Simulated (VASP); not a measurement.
TlAg2Br3:

```
Tl Ag Br
1.0
     4.39947    0.00000    0.00000
    -2.19974    3.81006    0.00000
     0.00000    0.00000   10.69174
Tl Ag Br
1 2 3
Direct
  0.33333 0.66667 0.66411
  0.00000 0.00000 0.99686
  0.66667 0.33333 0.33764
  0.00000 0.00000 0.25037
  0.66667 0.33333 0.59209
  0.33333 0.66667 0.90893
```

| Quantity | Value |
| --- | --- |
| Program | VASP 6.6.1 |
| Task | relaxation of cell and atoms |
| Functional | PBEsol |
| Potentials or basis | VASP PAW PBE potentials, release 64 (Tl_d, Ag, Br) |
| Cutoff | 600 eV |
| k mesh | 6 × 6 × 2 |
| Occupations | fermi-dirac, width 0.03 eV |
| Spin | no spin polarisation |

At the start: pressure 6.5 GPa; volume 29.87 Å³/atom.

Question: How do energy, volume and symmetry change on relaxing?

Answer: Over 33 steps the energy falls by 306.2 meV/atom and the volume is 33.43 Å³/atom (+11.9 %); space group P3m1 (No. 156, to 0.05 Å).

Step by step:
```
step  energy change (eV)  largest force (eV/Å)  pressure (GPa)  volume (Å³)
   1              0.0000                2.6388            6.54       179.22
   2             -0.9872                1.3617           -0.06       212.73
   3             -1.0183                1.2153           -0.93       221.17
   4             -1.1671                1.0239           -0.76       217.49
   5             -1.3729                1.3374            0.36       206.65
   6             -1.4596                1.2639            0.35       205.21
   7             -1.6475                1.0412            0.50       200.80
   8             -1.5471                1.2646            1.91       191.59
   9             -1.6960                0.8867            0.78       197.75
  10             -1.7717                0.3328           -0.04       202.45
  11             -1.7815                0.2725           -0.45       205.58
  12             -1.7816                0.2731           -0.41       205.32
  13             -1.7949                0.2524           -0.14       203.02
  14             -1.8048                0.2178            0.31       199.50
  15             -1.8164                0.1790            0.17       200.01
  16             -1.8277                0.0830           -0.13       201.29
  17             -1.8278                0.0686           -0.10       201.19
  18             -1.8298                0.0709           -0.01       200.37
  19             -1.8309                0.0744            0.13       199.34
  20             -1.8332                0.0770            0.04       200.07
  21             -1.8346                0.0825           -0.12       201.26
  22             -1.8362                0.0599           -0.03       200.69
  23             -1.8364                0.0416            0.06       200.13
  24             -1.8364                0.0463            0.04       200.29
  25             -1.8368                0.0274           -0.01       200.70
  26             -1.8369                0.0300           -0.03       200.82
  27             -1.8370                0.0250            0.02       200.59
  28             -1.8371                0.0210            0.04       200.41
  29             -1.8372                0.0156            0.01       200.55
  30             -1.8372                0.0157           -0.01       200.73
  31             -1.8372                0.0155           -0.01       200.77
  32             -1.8372                0.0140           -0.02       200.73
  33             -1.8373                0.0095            0.00       200.59
```

Final structure:
```
Tl Ag Br
1.0
     4.40433    0.00000    0.00000
    -2.20217    3.81426    0.00000
     0.00000    0.00000   11.94026
Tl Ag Br
1 2 3
Direct
  0.33333 0.66667 0.67814
  0.00000 0.00000 0.02164
  0.66667 0.33333 0.31052
  0.00000 0.00000 0.24734
  0.66667 0.33333 0.53487
  0.33333 0.66667 0.95749
```

Caveat: the PAW data sets were made with another functional, which shifts forces and pressure a little.
